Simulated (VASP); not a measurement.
# Ba (Pm-3m) in VASP: further runs

Ba is run at these levels: LDA; tasks: single point.

Program: VASP 6.6.1. These are calculated values, not measurements. Logs are shortened: lines on timing, memory, paths and dates and some standing lists are left out, and cuts for length are marked.

### Step 1. The cell of the first run

It takes space group Pm-3m (No. 221, cubic). The conventional cell has a = 3.969 Å, b = 3.969 Å, c = 3.969 Å, α = 90.00°, β = 90.00°, γ = 90.00°. Within 5.2 Å of Ba (site symmetry m-3m) lie 6 Ba at 3.97 Å.

### Step 2. Single point, LDA

File INCAR:

```
SYSTEM = Ba
  ALGO = Normal
  EDIFF = 1E-7
  ENCUT = 520
  GGA = CA
  ISIF = 2
  ISMEAR = 1
  LASPH = .TRUE.
  LCHARG = .FALSE.
  LREAL = .FALSE.
  LWAVE = .FALSE.
  NBANDS = 11
  NELM = 80
  PREC = Accurate
  SIGMA = 0.15
```

File KPOINTS:

```
k-points
0
G
  6 6 6
  0 0 0
```

File POSCAR:

```
Ba
1.0
    3.9692728332      0.0000000000      0.0000000000
    0.0000000000      3.9692728332      0.0000000000
    0.0000000000      0.0000000000      3.9692728332
Ba
1
Direct
    0.0000000000      0.0000000000      0.0000000000
```

Potentials or basis: VASP PAW LDA potentials, release 64 (Ba_sv).

On the command line:

```sh
cat potpaw_LDA.64/Ba_sv/POTCAR > POTCAR
mpirun -np 1 vasp_std > vasp.out
```

OUTCAR:

```text
SYSTEM = Ba
   EDIFF = 1E-7
   ENCUT = 520
   GGA = CA
   ISIF = 2
   ISMEAR = 1
   LASPH = .TRUE.
   LREAL = .FALSE.
   NELM = 80
   PREC = Accurate

 ion  position               nearest neighbor table
   1  0.000  0.000  0.000-

  LATTYP: Found a simple cubic cell.
 ALAT       =     3.9692728332

  Lattice vectors:

 A1 = (   3.9692728332,   0.0000000000,   0.0000000000)
 A2 = (   0.0000000000,   3.9692728332,   0.0000000000)
 A3 = (   0.0000000000,   0.0000000000,   3.9692728332)

Analysis of symmetry for initial positions (statically):
=====================================================================
 Subroutine PRICEL returns:
 Original cell was already a primitive cell.

 Routine SETGRP: Setting up the symmetry group for a
 simple cubic supercell.

 Subroutine GETGRP returns: Found 48 space group operations
 (whereof 48 operations were pure point group operations)
 out of a pool of 48 trial point group operations.

The static configuration has the point symmetry O_h .

Analysis of symmetry for dynamics (positions and initial velocities):
=====================================================================
 Subroutine PRICEL returns:
 Original cell was already a primitive cell.

 Routine SETGRP: Setting up the symmetry group for a
 simple cubic supercell.

 Subroutine GETGRP returns: Found 48 space group operations
 (whereof 48 operations were pure point group operations)
 out of a pool of 48 trial point group operations.

The dynamic configuration has the point symmetry O_h .

 Subroutine INISYM returns: Found 48 space group operations
 (whereof 48 operations are pure point group operations),
 and found     1 'primitive' translations

----------------------------------------------------------------------------------------

                                     Primitive cell

  volume of cell :      62.5364

  direct lattice vectors                    reciprocal lattice vectors
     3.969272833  0.000000000  0.000000000     0.251935315  0.000000000  0.000000000
     0.000000000  3.969272833  0.000000000     0.000000000  0.251935315  0.000000000
     0.000000000  0.000000000  3.969272833     0.000000000  0.000000000  0.251935315

  length of vectors
     3.969272833  3.969272833  3.969272833     0.251935315  0.251935315  0.251935315

  position of ions in fractional coordinates (direct lattice)
     0.000000000  0.000000000  0.000000000

  ion indices of the primitive-cell ions
   primitive index   ion index
                 1           1

----------------------------------------------------------------------------------------

 KPOINTS: k-points

Automatic generation of k-mesh.
 Grid dimensions read from file:
 generate k-points for:    6    6    6

 Generating k-lattice:

  Cartesian coordinates                     Fractional coordinates (reciprocal lattice)
     0.041989219  0.000000000  0.000000000     0.166666667  0.000000000  0.000000000
     0.000000000  0.041989219  0.000000000     0.000000000  0.166666667  0.000000000
     0.000000000  0.000000000  0.041989219     0.000000000  0.000000000  0.166666667

  Length of vectors
     0.041989219  0.041989219  0.041989219

  Shift w.r.t. Gamma in fractional coordinates (k-lattice)
     0.000000000  0.000000000  0.000000000

 Subroutine IBZKPT returns following result:
 ===========================================

 Found     20 irreducible k-points:

 Following reciprocal coordinates:
            Coordinates               Weight
  0.000000  0.000000  0.000000      1.000000
  0.166667  0.000000  0.000000      6.000000
  0.333333  0.000000  0.000000      6.000000
  0.500000  0.000000  0.000000      3.000000
  0.166667  0.166667  0.000000     12.000000
  0.333333  0.166667  0.000000     24.000000
[... 12 lines left out ...]
  0.500000  0.500000  0.333333      6.000000
  0.500000  0.500000  0.500000      1.000000
   k-points           NKPTS =     20   k-points in BZ     NKDIM =     20   number of bands    NBANDS=     11
   number of dos      NEDOS =    301   number of ions     NIONS =      1
   total plane-waves  NPLWV =  27000
   dimension x,y,z NGX =    30 NGY =   30 NGZ =   30
   dimension x,y,z NGXF=    60 NGYF=   60 NGZF=   60
   ions per type =               1
   NGX,Y,Z   is equivalent  to a cutoff of  12.56, 12.56, 12.56 a.u.
   NGXF,Y,Z  is equivalent  to a cutoff of  25.13, 25.13, 25.13 a.u.
 SYSTEM =  Ba
   PREC   = accura    normal or accurate (medium, high low for compatibility)
   ISTART =      0    job   : 0-new  1-cont  2-samecut
   ICHARG =      2    charge: 1-file 2-atom 10-const
   ISPIN  =      1    spin polarized calculation?
   LNONCOLLINEAR =      F non collinear calculations
   LSORBIT =      F    spin-orbit coupling
   LASPH  =      T    aspherical Exc in radial PAW
   ENCUT  =  520.0 eV  38.22 Ry    6.18 a.u.   7.38  7.38  7.38*2*pi/ulx,y,z
   NELM   =     80;   NELMIN=  2; NELMDL= -5     # of ELM steps
   EDIFF  = 0.1E-06   stopping-criterion for ELM
   LREAL  =      F    real-space projection
   EDIFFG = 0.1E-05   stopping-criterion for IOM
   NSW    =      0    number of steps for IOM
   IBRION =     -1    ionic relax: 0-MD 1-quasi-New 2-CG
   NFREE  =      0    steps in history (QN), initial steepest desc. (CG)
   ISIF   =      2    stress and relaxation
   ISYM   =      2    0-nonsym 1-usesym 2-fastsym
   POTIM  = 0.5000    time-step for ionic-motion
   TEBEG  =    0.0;   TEEND  =   0.0 temperature during run
   PSTRESS=    0.0 pullay stress
   NELECT =      10.0000    total number of electrons
   NUPDOWN=      -1.0000    fix difference up-down
   EMIN   =  10.00;   EMAX   =-10.00  energy-range for DOS
   EFERMI =   0.00;   METHOD = LEGACY
   ISMEAR =     1;   SIGMA  =   0.15  broadening in eV -4-tet -1-fermi 0-gaus
   EFERMI_NEDOS =   21; number of points for ismear=-14 and -15
   IALGO  =     38    algorithm
   IMIX   =      4    mixing-type and parameters
     AMIX     =   0.40;   BMIX     =  1.00
     AMIX_MAG =   1.60;   BMIX_MAG =  1.00
  volume/ion in A,a.u.               =      62.54       422.02
  Fermi-wavevector in a.u.,A,eV,Ry     =   0.888581  1.679175 10.742846  0.789577
  Thomas-Fermi vector in A             =   2.010030
   LORBIT       =      0    0 simple, 1 ext, 2 COOP (PROOUT), +10 PAW based schemes
   GGA     = CA    functional components
   LHFCALC =     F    Hartree Fock is set to
   AEXX    =    0.0000 exact exchange contribution
   IVDW    =     0    specifies the selected vdW correction
   LEPSILON=     F    determine dielectric tensor
   LRPA    =     F    only Hartree local field effects (RPA)
 non-spin polarized calculation
 Methfessel and Paxton  Order N= 1 SIGMA  =   0.15
  energy-cutoff  :      520.00
  volume of cell :       62.54
 maximum number of plane-waves:      1743
 NGX is ok and might be reduce to    30
   NGX = 15   NGY = 15   NGZ = 15

 number of electron      10.0000000 magnetization

 number of electron       9.9999999 magnetization

 Free energy of the ion-electron system (eV)
  ---------------------------------------------------
  ext. energy  EPLUGINS =         0.00000000
  ---------------------------------------------------
  free energy    TOTEN  =        -1.90827946 eV

  energy without entropy =       -1.90977659  energy(sigma->0) =       -1.90877850

 E-fermi :   1.4890     XC(G=0):  -7.6162

 val. band max:        1.4769819780   @ k =   0.1667   0.0000   0.0000
 cond. band min:       1.5101315180   @ k =   0.5000   0.1667   0.1667
 fundamental gap:      0.0331495401
 Fermi energy:         1.4889722690

 k-point     1 :       0.0000    0.0000    0.0000
  band No.  band energies     occupation
      1     -27.6750      2.00000
      2     -12.5324      2.00000
      3     -12.5324      2.00000
      4     -12.5324      2.00000
      5      -1.2107      2.00000
      6       1.3564      2.01697
      7       1.3564      2.01697
      8       6.1825      0.00000
      9       6.1825      0.00000
     10       6.1825      0.00000
     11       8.8907      0.00000

 k-point     2 :       0.1667    0.0000    0.0000
  band No.  band energies     occupation
      1     -27.6609      2.00000
      2     -12.7207      2.00000
      3     -12.5162      2.00000
      4     -12.5162      2.00000
      5      -0.8231      2.00000
      6       1.4770      1.13482
      7       1.7633     -0.02671
      8       5.3497      0.00000
      9       5.3497      0.00000
     10       6.2436      0.00000
     11       7.6235      0.00000

 k-point     3 :       0.3333    0.0000    0.0000
  band No.  band energies     occupation
      1     -27.6323      2.00000
      2     -13.0702      2.00000
      3     -12.4835      2.00000
      4     -12.4835      2.00000
      5       0.0160      2.00000
      6       1.7491     -0.03417
      7       2.3738     -0.00000
      8       4.3409     -0.00000
      9       4.3409     -0.00000
     10       6.3722      0.00000
     11       6.9748      0.00000

 k-point     4 :       0.5000    0.0000    0.0000
  band No.  band energies     occupation
      1     -27.6178      2.00000
      2     -13.2335      2.00000
      3     -12.4670      2.00000
      4     -12.4670      2.00000
      5       0.5966      2.00000
      6       1.9057     -0.00061
      7       2.2322     -0.00000
      8       3.9622     -0.00000
      9       3.9622     -0.00000
     10       6.4400      0.00000
     11       8.0748      0.00000
[... 183 lines left out ...]
 k-point    18 :       0.5000    0.3333    0.3333
  band No.  band energies     occupation
      1     -27.5355      2.00000
      2     -13.0878      2.00000
      3     -12.9194      2.00000
      4     -12.9061      2.00000
      5       1.1859      2.01495
      6       1.7870     -0.01666
      7       2.0822     -0.00000
      8       4.7938      0.00000
      9       4.9827      0.00000
     10       6.8828      0.00000
     11       7.1350      0.00000

 k-point    19 :       0.5000    0.5000    0.3333
  band No.  band energies     occupation
      1     -27.5217      2.00000
      2     -13.0639      2.00000
      3     -13.0639      2.00000
      4     -12.8911      2.00000
      5       1.0563      2.00035
      6       1.7584     -0.02915
      7       1.7584     -0.02915
      8       4.9664      0.00000
      9       6.1935      0.00000
     10       7.4654      0.00000
     11       7.4654      0.00000

 k-point    20 :       0.5000    0.5000    0.5000
  band No.  band energies     occupation
      1     -27.5081      2.00000
      2     -13.0406      2.00000
      3     -13.0406      2.00000
      4     -13.0406      2.00000
      5       1.3499      2.03168
      6       1.3499      2.03168
      7       1.3499      2.03168
      8       5.4201      0.00000
      9       7.8132      0.00000
     10       7.8136      0.00000
     11       7.8702      0.00000

------------------------ aborting loop because EDIFF is reached ----------------------------------------

  FORCE on cell =-STRESS in cart. coord.  units (eV):
  Direction    XX          YY          ZZ          XY          YZ          ZX
  --------------------------------------------------------------------------------------
  -------------------------------------------------------------------------------------
  Total       -0.5678019     -0.5678019     -0.5678019     -0.0000000      0.0000000     -0.0000000
  in kB      -14.5470368    -14.5470368    -14.5470368     -0.0000000      0.0000000     -0.0000000
  external PRESSURE =     -14.5470368 kB  Pullay stress =       0.0000000 kB

 VOLUME and BASIS-vectors are now :
 -----------------------------------------------------------------------------
  energy-cutoff  :      520.00
  volume of cell :       62.54
      direct lattice vectors                 reciprocal lattice vectors
     3.969272833  0.000000000  0.000000000     0.251935315  0.000000000  0.000000000
     0.000000000  3.969272833  0.000000000     0.000000000  0.251935315  0.000000000
     0.000000000  0.000000000  3.969272833     0.000000000  0.000000000  0.251935315

 POSITION                                       TOTAL-FORCE (eV/Angst)
 -----------------------------------------------------------------------------------
      0.00000      0.00000      0.00000         0.000000      0.000000      0.000000
 -----------------------------------------------------------------------------------
    total drift:                                0.000000      0.000000     -0.000000

  FREE ENERGIE OF THE ION-ELECTRON SYSTEM (eV)
  ---------------------------------------------------
  free  energy   TOTEN  =        -1.9082794615 eV

  energy  without entropy=       -1.9097765884  energy(sigma->0) =       -1.90877850
```

Wall time 4.8 s (1 thread of Intel Xeon 6975P-C (Granite Rapids), shared host); peak memory 0.14 GiB.

What came out:

| Quantity | Value |
| --- | --- |
| Free energy | -1.9083 eV |
| Pressure | -1.5 GPa |
| Band gap on the k mesh | zero (band 5 reaches 1.51 eV, above the bottom of band 6 at 1.35 eV) |

Caveat: spin-orbit coupling is left out, which moves the levels of the heavy elements.

(Part 1 of 2 ends here.)
